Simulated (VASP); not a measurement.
Write the native input for VASP 6.6.1 that does the following.

| Item | Value |
| --- | --- |
| Task | single point |
| Functional | LDA |
| Potentials or basis | VASP PAW LDA potentials, release 64 (Ta_pv) |
| Cutoff | 520 eV |
| k mesh | 11 × 11 × 6 |
| Occupations | fermi-dirac, width 0.05 eV |
| Spin | collinear spin, ferromagnetic start |
| Starting moments | [0.15, 0.15] μB |
| Fixed moment | 0.3 μB |
| Dipole correction | no |
| Further INCAR settings | ALGO = Normal; EDIFF = 1e-07; NBANDS = 22 |

The structure of Ta lies in POSCAR:

```
Ta
1.0
    2.9003720726      0.0000000000      0.0000000000
   -1.4501860363      2.5117958953      0.0000000000
    0.0000000000      0.0000000000      5.1662740000
Ta
2
Direct
    0.6666666667      0.3333333333      0.7500000000
    0.3333333333      0.6666666667      0.2500000000
```

One way to write it, as run:

INCAR

```
SYSTEM = Ta
PREC = Accurate
ENCUT = 520
EDIFF = 1E-7
ISMEAR = -1
SIGMA = 0.05
LREAL = .FALSE.
LASPH = .TRUE.
NELM = 150
ALGO = Normal
ISIF = 2
LWAVE = .FALSE.
LCHARG = .TRUE.
ISPIN = 2
MAGMOM = 0.15 0.15
LORBIT = 11
NUPDOWN = 0.3
LMAXMIX = 4
GGA = CA
LELF = .TRUE.
LVHAR = .TRUE.
NBANDS = 22
```

KPOINTS

```
Automatic mesh
0
G
  11 11 6
  0 0 0
```

Potentials or basis: VASP PAW LDA potentials, release 64 (Ta_pv).

The run is started by

```console
$ cat potpaw_LDA.64/Ta_pv/POTCAR > POTCAR
$ mpirun -np 1 vasp_std > vasp.out
```

It gave:

The pressure is -11.0 GPa. The net moment is 0.30 μB per cell, the site moments are Ta +0.10 μB and the valence electrons inside the program's atomic spheres are Ta 8.89.

Caveat: the total moment is fixed, so each spin has its own Fermi level.

It took 3.3 min on 1 thread of AMD EPYC 7R13 (shared host), peak memory 0.17 GiB.
